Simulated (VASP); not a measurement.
# PbO in VASP: further runs

The runs below take PbO through single point, with r2SCAN.

Everything below comes from runs of VASP 6.6.1. Logs are shortened: lines on timing, memory, paths and dates and some standing lists are left out, and cuts for length are marked.

## (1) The cell of the first run

The structure is monoclinic, space group P2_1/m (No. 11). Conventional cell: a = 3.988 Å, b = 3.988 Å, c = 5.346 Å, α = 90.00°, β = 91.15°, γ = 90.00°. Pb (site symmetry m) has 4 O at 2.30 to 2.34 Å within 3.0 Å. Within 3.0 Å of O (site symmetry m) lie 4 Pb at 2.30 to 2.34 Å and 4 O at 2.82 Å.

## (2) Single point, r2SCAN

File POSCAR:

```
PbO
1.0
    3.9875573859      0.0000000000      0.0000000000
    0.0000000000      3.9875573859      0.0398755739
    0.0000000000      0.0534559613      5.3455961269
Pb O
2 2
Direct
    0.5000000000      0.0000000000      0.2222475185
    0.0000000000      0.5000000000      0.7777524815
    0.0000000000      0.0000000000      0.0000000000
    0.5000000000      0.5000000000      0.0000000000
```

File INCAR.step1:

```
PREC = Accurate
ENCUT = 520
ISMEAR = 0
SIGMA = 0.05
LREAL = False
LASPH = True
NELM = 100
NBANDS = 28
GGA = PE
ALGO = Normal
EDIFF = 1E-4
LWAVE = True
LCHARG = False
```

File INCAR.step2:

```
PREC = Accurate
ENCUT = 520
EDIFF = 1E-6
ISMEAR = 0
SIGMA = 0.05
LREAL = False
LASPH = True
NELM = 100
ALGO = Normal
ISIF = 2
LWAVE = False
LCHARG = False
METAGGA = R2SCAN
LMIXTAU = True
NBANDS = 28
ISTART = 1
```

File KPOINTS:

```
Automatic mesh
0
Gamma
  6 6 4
```

Potentials or basis: VASP PAW PBE potentials, release 64 (Pb_d, O).

The run is started by

```console
cat potpaw_PBE.64/Pb_d/POTCAR potpaw_PBE.64/O/POTCAR > POTCAR
cp INCAR.step1 INCAR
mpirun -np 1 vasp_std > vasp.out
cp INCAR.step2 INCAR
mpirun -np 1 vasp_std > vasp.out
```

OUTCAR:

```text
PREC = Accurate
   ENCUT = 520
   EDIFF = 1E-6
   ISMEAR = 0
   LREAL = False
   LASPH = True
   NELM = 100
   ISIF = 2
   METAGGA = R2SCAN
   ISTART = 1

 ion  position               nearest neighbor table
   1  0.500  0.000  0.222-   4 2.30   3 2.32   3 2.32   4 2.34   2 3.66   2 3.66   2 3.71   2 3.71
                             2 4.07   2 4.07   2 4.12   2 4.12
   2  0.000  0.500  0.778-   3 2.30   4 2.32   4 2.32   3 2.34   1 3.66   1 3.66   1 3.71   1 3.71
                             1 4.07   1 4.07   1 4.12   1 4.12
   3  0.000  0.000  0.000-   2 2.30   1 2.32   1 2.32   2 2.34
   4  0.500  0.500  0.000-   1 2.30   2 2.32   2 2.32   1 2.34

  LATTYP: Found a simple monoclinic cell.
 ALAT       =     3.9877567588
 B/A-ratio  =     0.9999500037
 C/A-ratio  =     1.3405690777
 COS(beta)  =    -0.0199980002

  Lattice vectors:

 A1 = (   0.0000000000,   3.9875573859,   0.0398755739)
 A2 = (   3.9875573859,   0.0000000000,   0.0000000000)
 A3 = (   0.0000000000,  -0.0534559613,  -5.3455961269)

Analysis of symmetry for initial positions (statically):
=====================================================================
 Subroutine PRICEL returns:
 Original cell was already a primitive cell.

 Routine SETGRP: Setting up the symmetry group for a
 simple monoclinic supercell.

 Subroutine GETGRP returns: Found  4 space group operations
 (whereof  2 operations were pure point group operations)
 out of a pool of  4 trial point group operations.

The static configuration has the point symmetry C_1h.
 The point group associated with its full space group is C_2h.

Analysis of symmetry for dynamics (positions and initial velocities):
=====================================================================
 Subroutine PRICEL returns:
 Original cell was already a primitive cell.

 Routine SETGRP: Setting up the symmetry group for a
 simple monoclinic supercell.

 Subroutine GETGRP returns: Found  4 space group operations
 (whereof  2 operations were pure point group operations)
 out of a pool of  4 trial point group operations.

The dynamic configuration has the point symmetry C_1h.
 The point group associated with its full space group is C_2h.

 Subroutine INISYM returns: Found  4 space group operations
 (whereof  2 operations are pure point group operations),
 and found     1 'primitive' translations

----------------------------------------------------------------------------------------

                                     Primitive cell

  volume of cell :      84.9898

  direct lattice vectors                    reciprocal lattice vectors
     3.987557386  0.000000000  0.000000000     0.250780090  0.000000000  0.000000000
     0.000000000  3.987557386  0.039875574     0.000000000  0.250805170 -0.002508052
     0.000000000  0.053455961  5.345596127     0.000000000 -0.001870886  0.187088584

  length of vectors
     3.987557386  3.987756759  5.345863400     0.250780090  0.250817710  0.187097938

  position of ions in fractional coordinates (direct lattice)
     0.500000000  0.000000000  0.222247518
     0.000000000  0.500000000  0.777752482
     0.000000000  0.000000000  0.000000000
     0.500000000  0.500000000  0.000000000

  ion indices of the primitive-cell ions
   primitive index   ion index
                 1           1
                 2           2
                 3           3
                 4           4

----------------------------------------------------------------------------------------

 KPOINTS: Automatic mesh

Automatic generation of k-mesh.
 Grid dimensions read from file:
 generate k-points for:    6    6    4

 Generating k-lattice:

  Cartesian coordinates                     Fractional coordinates (reciprocal lattice)
     0.041796682  0.000000000  0.000000000     0.166666667  0.000000000  0.000000000
     0.000000000  0.041800862 -0.000418009     0.000000000  0.166666667  0.000000000
     0.000000000 -0.000467721  0.046772146     0.000000000  0.000000000  0.250000000

  Length of vectors
     0.041796682  0.041802952  0.046774485

  Shift w.r.t. Gamma in fractional coordinates (k-lattice)
     0.000000000  0.000000000  0.000000000

 Subroutine IBZKPT returns following result:
 ===========================================

 Found     56 irreducible k-points:

 Following reciprocal coordinates:
            Coordinates               Weight
  0.000000  0.000000  0.000000      1.000000
  0.166667  0.000000  0.000000      2.000000
  0.333333  0.000000  0.000000      2.000000
  0.500000  0.000000  0.000000      1.000000
  0.000000  0.166667  0.000000      2.000000
  0.166667  0.166667  0.000000      4.000000
[... 16 lines left out ...]
  0.333333  0.166667  0.250000      4.000000
  0.500000  0.166667  0.250000      2.000000
 [... further k-points ...]
   k-points           NKPTS =     56   k-points in BZ     NKDIM =     56   number of bands    NBANDS=     28
   number of dos      NEDOS =    301   number of ions     NIONS =      4
   total plane-waves  NPLWV =  36000
   dimension x,y,z NGX =    30 NGY =   30 NGZ =   40
   dimension x,y,z NGXF=    60 NGYF=   60 NGZF=   80
   ions per type =               2   2
   NGX,Y,Z   is equivalent  to a cutoff of  12.51, 12.51, 12.44 a.u.
   NGXF,Y,Z  is equivalent  to a cutoff of  25.01, 25.01, 24.88 a.u.
 SYSTEM =  unknown system
   PREC   = accura    normal or accurate (medium, high low for compatibility)
   ISTART =      1    job   : 0-new  1-cont  2-samecut
   ICHARG =      0    charge: 1-file 2-atom 10-const
   ISPIN  =      1    spin polarized calculation?
   LNONCOLLINEAR =      F non collinear calculations
   LSORBIT =      F    spin-orbit coupling
   LASPH  =      T    aspherical Exc in radial PAW
   ENCUT  =  520.0 eV  38.22 Ry    6.18 a.u.   7.41  7.41  9.94*2*pi/ulx,y,z
   NELM   =    100;   NELMIN=  2; NELMDL=  0     # of ELM steps
   EDIFF  = 0.1E-05   stopping-criterion for ELM
   LREAL  =      F    real-space projection
   EDIFFG = 0.1E-04   stopping-criterion for IOM
   NSW    =      0    number of steps for IOM
   IBRION =     -1    ionic relax: 0-MD 1-quasi-New 2-CG
   NFREE  =      0    steps in history (QN), initial steepest desc. (CG)
   ISIF   =      2    stress and relaxation
   ISYM   =      2    0-nonsym 1-usesym 2-fastsym
   POTIM  = 0.5000    time-step for ionic-motion
   TEBEG  =    0.0;   TEEND  =   0.0 temperature during run
   PSTRESS=    0.0 pullay stress
   NELECT =      40.0000    total number of electrons
   NUPDOWN=      -1.0000    fix difference up-down
   EMIN   =  10.00;   EMAX   =-10.00  energy-range for DOS
   EFERMI =   0.00;   METHOD = LEGACY
   ISMEAR =     0;   SIGMA  =   0.05  broadening in eV -4-tet -1-fermi 0-gaus
   EFERMI_NEDOS =   21; number of points for ismear=-14 and -15
   IALGO  =     38    algorithm
   IMIX   =      4    mixing-type and parameters
     AMIX     =   0.40;   BMIX     =  1.00
     AMIX_MAG =   1.60;   BMIX_MAG =  1.00
  volume/ion in A,a.u.               =      21.25       143.38
  Fermi-wavevector in a.u.,A,eV,Ry     =   1.273423  2.406420 22.063285  1.621606
  Thomas-Fermi vector in A             =   2.406247
   LORBIT       =      0    0 simple, 1 ext, 2 COOP (PROOUT), +10 PAW based schemes
   METAGGA = R2SCAN    functional components
   LHFCALC =     F    Hartree Fock is set to
   AEXX    =    0.0000 exact exchange contribution
   IVDW    =     0    specifies the selected vdW correction
   LEPSILON=     F    determine dielectric tensor
   LRPA    =     F    only Hartree local field effects (RPA)
 non-spin polarized calculation
 Gauss-broadening in eV      SIGMA  =   0.05
  energy-cutoff  :      520.00
  volume of cell :       84.99
 maximum number of plane-waves:      2327
 NGX is ok and might be reduce to    30
   NGX = 15   NGY = 15   NGZ = 19

 number of electron      39.9999997 magnetization

 Free energy of the ion-electron system (eV)
  ---------------------------------------------------
  ext. energy  EPLUGINS =         0.00000000
  ---------------------------------------------------
  free energy    TOTEN  =      -129.51852198 eV

  energy without entropy =     -129.51852198  energy(sigma->0) =     -129.51852198

 E-fermi :   4.4930     XC(G=0): -10.0306

 val. band max:        4.2860850179   @ k =   0.0000   0.0000   0.0000
 cond. band min:       6.1386721096   @ k =   0.5000   0.5000   0.0000
 fundamental gap:      1.8525870916
 Fermi energy:         4.4929894899

 k-point     1 :       0.0000    0.0000    0.0000
  band No.  band energies     occupation
      1     -15.0956      2.00000
      2     -14.4816      2.00000
      3     -12.2121      2.00000
      4     -12.2112      2.00000
      5     -12.1619      2.00000
      6     -12.1432      2.00000
[... 20 lines left out ...]
     27      12.3332      0.00000
     28      13.1583      0.00000

 k-point     2 :       0.1667    0.0000    0.0000
  band No.  band energies     occupation
      1     -15.0353      2.00000
      2     -14.5068      2.00000
      3     -12.2024      2.00000
      4     -12.1966      2.00000
      5     -12.1440      2.00000
      6     -12.1255      2.00000
[... 20 lines left out ...]
     27      12.7539      0.00000
     28      14.7501      0.00000

 k-point     3 :       0.3333    0.0000    0.0000
  band No.  band energies     occupation
      1     -14.8883      2.00000
      2     -14.5876      2.00000
      3     -12.1788      2.00000
      4     -12.1582      2.00000
      5     -12.1122      2.00000
      6     -12.1107      2.00000
[... 20 lines left out ...]
     27      13.2529      0.00000
     28      15.8766      0.00000

 k-point     4 :       0.5000    0.0000    0.0000
  band No.  band energies     occupation
      1     -14.7225      2.00000
      2     -14.7225      2.00000
      3     -12.1474      2.00000
      4     -12.1474      2.00000
      5     -12.1213      2.00000
      6     -12.1213      2.00000
[... 20 lines left out ...]
     27      14.2202      0.00000
     28      14.2202      0.00000

 k-point     5 :       0.0000    0.1667    0.0000
  band No.  band energies     occupation
      1     -15.0353      2.00000
      2     -14.5067      2.00000
      3     -12.2029      2.00000
      4     -12.1958      2.00000
      5     -12.1444      2.00000
      6     -12.1254      2.00000
[... 20 lines left out ...]
     27      12.7316      0.00000
     28      14.7441      0.00000

 k-point     6 :       0.1667    0.1667    0.0000
  band No.  band energies     occupation
      1     -14.9818      2.00000
      2     -14.5273      2.00000
      3     -12.2010      2.00000
      4     -12.1709      2.00000
      5     -12.1338      2.00000
      6     -12.1105      2.00000
[... 463 lines left out ...]
      5     -12.1500      2.00000
      6     -12.1166      2.00000
[... 20 lines left out ...]
     27      12.8389      0.00000
     28      14.6907      0.00000

 k-point    22 :       0.1667    0.1667    0.2500
  band No.  band energies     occupation
      1     -14.9799      2.00000
      2     -14.5261      2.00000
      3     -12.1851      2.00000
      4     -12.1745      2.00000
      5     -12.1384      2.00000
      6     -12.1037      2.00000
[... 20 lines left out ...]
     27      13.7944      0.00000
     28      15.2909      0.00000

 k-point    23 :       0.3333    0.1667    0.2500
  band No.  band energies     occupation
      1     -14.8534      2.00000
      2     -14.5950      2.00000
      3     -12.1671      2.00000
      4     -12.1453      2.00000
      5     -12.1197      2.00000
      6     -12.0883      2.00000
[... 20 lines left out ...]
     27      13.9510      0.00000
     28      14.6662      0.00000

 k-point    24 :       0.5000    0.1667    0.2500
  band No.  band energies     occupation
      1     -14.7110      2.00000
      2     -14.7110      2.00000
      3     -12.1481      2.00000
      4     -12.1481      2.00000
      5     -12.1048      2.00000
      6     -12.1048      2.00000
[... 20 lines left out ...]
     27      14.1015      0.00000
     28      14.1015      0.00000

 [... further k-points ...]

------------------------ aborting loop because EDIFF is reached ----------------------------------------

  FORCE on cell =-STRESS in cart. coord.  units (eV):
  Direction    XX          YY          ZZ          XY          YZ          ZX
  --------------------------------------------------------------------------------------
  -------------------------------------------------------------------------------------
  Total        0.2603446      0.2874041      0.1891510      0.0000000     -0.4074528      0.0000000
  in kB        4.9078640      5.4179740      3.5657649      0.0000000     -7.6810628      0.0000000
  external PRESSURE =       4.6305343 kB  Pullay stress =       0.0000000 kB

 VOLUME and BASIS-vectors are now :
 -----------------------------------------------------------------------------
  energy-cutoff  :      520.00
  volume of cell :       84.99
      direct lattice vectors                 reciprocal lattice vectors
     3.987557386  0.000000000  0.000000000     0.250780090  0.000000000  0.000000000
     0.000000000  3.987557386  0.039875574     0.000000000  0.250805170 -0.002508052
     0.000000000  0.053455961  5.345596127     0.000000000 -0.001870886  0.187088584

 POSITION                                       TOTAL-FORCE (eV/Angst)
 -----------------------------------------------------------------------------------
      1.99378      0.01188      1.18805         0.000000     -0.127152      0.116477
      0.00000      2.03535      4.17749         0.000000      0.127152     -0.116477
      0.00000      0.00000      0.00000         0.000000     -0.070050      0.004783
      1.99378      1.99378      0.01994         0.000000      0.070050     -0.004783
 -----------------------------------------------------------------------------------
    total drift:                                0.000000      0.000000     -0.000000

  FREE ENERGIE OF THE ION-ELECTRON SYSTEM (eV)
  ---------------------------------------------------
  free  energy   TOTEN  =      -129.5185219834 eV

  energy  without entropy=     -129.5185219834  energy(sigma->0) =     -129.51852198
```

Wall time 12 min (1 thread of Intel Xeon 8259CL, shared host); peak memory 0.27 GiB.

Results:

| Item | Value |
| --- | --- |
| Free energy | -129.5185 eV |
| Pressure | 0.5 GPa |
| Largest force | 0.172 eV/Å |
| Band gap on the k mesh | 1.85 eV (least direct gap 2.49 eV) |

Forces in eV/Å, atoms in the order of the input:
```
Pb   0.000 -0.127  0.116
Pb   0.000  0.127 -0.116
O    0.000 -0.070  0.005
O    0.000  0.070 -0.005
```

Caveat: the PAW data sets were made with another functional, which shifts forces and pressure a little; spin-orbit coupling is left out, which moves the levels of the heavy elements.

## (3) Single point, r2SCAN (atoms moved at random and the cell strained at random)

File POSCAR:

```
PbO
1.0
    4.0161711778     -0.0080515023     -0.0113341675
   -0.0080515023      4.0290530593      0.0374124419
   -0.0151942345      0.0501539627      5.3990888730
Pb O
2 2
Direct
    0.5036851038     -0.0048150845      0.2301146433
    0.0044393646      0.5036452657      0.7704320414
   -0.0075501477      0.0052782296     -0.0019711083
    0.4994256793      0.4958915892      0.0014244236
```

INCAR.step1: that of step 2 with these lines changed.

```diff
@@ -6,3 +6,3 @@
 LASPH = True
-NELM = 100
+NELM = 80
 NBANDS = 28
```

File INCAR.step2:

```
PREC = Accurate
ENCUT = 520
EDIFF = 1E-6
ISMEAR = 0
SIGMA = 0.05
LREAL = False
LASPH = True
NELM = 80
ALGO = Normal
ISIF = 2
LWAVE = False
LCHARG = True
METAGGA = R2SCAN
LMIXTAU = True
LELF = True
LVHAR = True
NBANDS = 28
ISTART = 1
```

KPOINTS is that of step 2.

Potentials or basis: VASP PAW PBE potentials, release 64 (Pb_d, O).

The run is started by

```console
cat potpaw_PBE.64/Pb_d/POTCAR potpaw_PBE.64/O/POTCAR > POTCAR
cp INCAR.step1 INCAR
mpirun -np 1 vasp_std > vasp.out
cp INCAR.step2 INCAR
mpirun -np 1 vasp_std > vasp.out
```

It took 17 min on 1 thread of Intel Xeon 8259CL, shared host; peak memory 0.3 GiB.

The run converged. Its results:

| Property | Result |
| --- | --- |
| Free energy | -129.4552 eV |
| Pressure | -3.6 GPa |
| Largest force | 0.953 eV/Å |
| Band gap on the k mesh | 1.69 eV (least direct gap 2.49 eV) |

Forces on the atoms (eV/Å):
```
Pb  -0.060 -0.010 -0.951
Pb  -0.096  0.035  0.907
O    0.188 -0.201  0.052
O   -0.032  0.176 -0.008
```

Stress tensor (GPa, compression positive):
```
-3.27  0.21  0.10
 0.21 -3.10 -0.40
 0.10 -0.40 -4.32
```

Levels at points of the mesh, in eV from the valence-band top:
```tsv
k point	band 17	band 18	band 19	band 20	band 21	band 22	band 23	band 24
(0.00, 0.00, 0.00)	-1.59	-1.42	-1.37	0.00	2.50	5.37	6.01	6.05
(0.50, 0.00, 0.00)	-2.76	-2.69	-1.57	-1.54	3.37	3.43	6.52	6.54
(0.00, 0.50, 0.00)	-2.75	-2.63	-1.61	-1.53	3.31	3.62	6.41	6.63
(0.50, 0.50, 0.00)	-1.81	-1.79	-0.83	-0.80	1.69	1.69	5.39	5.42
(0.00, 0.00, 0.50)	-1.61	-1.45	-1.40	-1.01	2.42	4.52	4.54	4.66
(0.50, 0.00, 0.50)	-2.74	-2.67	-1.04	-1.02	3.09	3.14	6.64	6.69
(0.00, 0.50, 0.50)	-2.74	-2.61	-1.12	-0.97	3.02	3.23	6.61	6.69
(0.50, 0.50, 0.50)	-2.19	-2.16	-0.83	-0.80	3.73	3.74	4.54	4.56
```

Caveat: the cell differs from its parent crystal (atoms moved at random and the cell strained at random); the cell stands under tension; the PAW data sets were made with another functional, which shifts forces and pressure a little; spin-orbit coupling is left out, which moves the levels of the heavy elements. A k mesh can miss the band edges.
